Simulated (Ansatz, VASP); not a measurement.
**La2CdNiO5: VASP beside Ansatz**

The input INCAR:

```
PREC = Accurate ; ENCUT = 520
EDIFF = 1E-6 ; ISMEAR = -1
SIGMA = 0.064 ; LREAL = False
LASPH = True ; NELM = 80
ALGO = Normal ; ISIF = 2
LWAVE = False ; LCHARG = False
GGA = PE ; NBANDS = 47
```

File KPOINTS:

```
Automatic mesh
0
Gamma
  5 5 5
```

Contents of POSCAR:

```
La2CdNiO5
1.0
    0.0000000000      5.8202150000      0.0000000000
    3.7568450000      0.0000000000      0.0000000000
    1.8784220000      2.9101070000     -5.7147410000
Cd La Ni O
1 2 1 5
Direct
    0.0000000000      0.0000000000      0.0000000000
    0.7023000000      0.2023000000      0.5954000000
    0.2977000000      0.7977000000      0.4046000000
    0.5000000000      0.5000000000      0.0000000000
    0.1120000000      0.3560000000      0.2880000000
    0.6000000000      0.3560000000      0.2880000000
    0.8880000000      0.6440000000      0.7120000000
    0.4000000000      0.6440000000      0.7120000000
    0.5000000000      0.0000000000      0.0000000000
```

Input for Ansatz:

```yaml
crystal:
  lattice:
    - [0.0, 5.820215, 0.0]
    - [3.756845, 0.0, 0.0]
    - [1.878422, 2.910107, -5.714741]
  atoms:
    - { symbol: Cd, position: [0.0, 0.0, 0.0] }
    - { symbol: La, position: [0.7023, 0.2023, 0.5954] }
    - { symbol: La, position: [0.2977, 0.7977, 0.4046] }
    - { symbol: Ni, position: [0.5, 0.5, 0.0] }
    - { symbol: O, position: [0.112, 0.356, 0.288] }
    - { symbol: O, position: [0.6, 0.356, 0.288] }
    - { symbol: O, position: [0.888, 0.644, 0.712] }
    - { symbol: O, position: [0.4, 0.644, 0.712] }
    - { symbol: O, position: [0.5, 0.0, 0.0] }
  symmetry: { tolerance: 0.0003 }
kpoints:
  mp_grid: { grid: [5, 5, 5], shift: [0, 0, 0] }
magnetization:
  spin_polarized: false
scf:
  occupations: { method: fermi_dirac, width: 0.064 }
hamiltonian:
  pseudopotentials: { kind: paw }
  xc: pbe
basis:
  ecutwfc: 420
output:
  forces: true
  stress: true
  eigenvalues: true
```

Alike in both runs: task single point; functional PBE; k mesh 5 × 5 × 5; occupations fermi-dirac, width 0.064 eV; no spin polarisation.

```csv
,VASP,Ansatz
version,VASP 6.6.1,Ansatz 0.2.0
potentials or method,"VASP PAW PBE potentials, release 64 (Cd, La, Ni, O), cutoff 520 eV",PAW plane waves
valence electrons in the cell,74,90
```

```tsv
	VASP	Ansatz	Ansatz less VASP
gap on the k mesh at the Fermi level (eV)	none	none	-
pressure (GPa)	11.0	11.2	+0.13
traceless stress, the component that is largest in VASP (GPa)	-0.44	-0.58	-0.141
rms of the force components (eV/Å)	0.448	0.462	+0.0146
```

Atom by atom the forces differ by 0.015 eV/Å (rms over components). A gap of «none» marks a metal or a gap that the smearing closes. With one functional, cell and mesh, what is left measures potentials, basis and numerics. VASP's potentials hold 74 valence electrons a cell and Ansatz's 90, so a difference there can come from the potentials and not from the codes.

Neither program's run includes spin-orbit coupling.
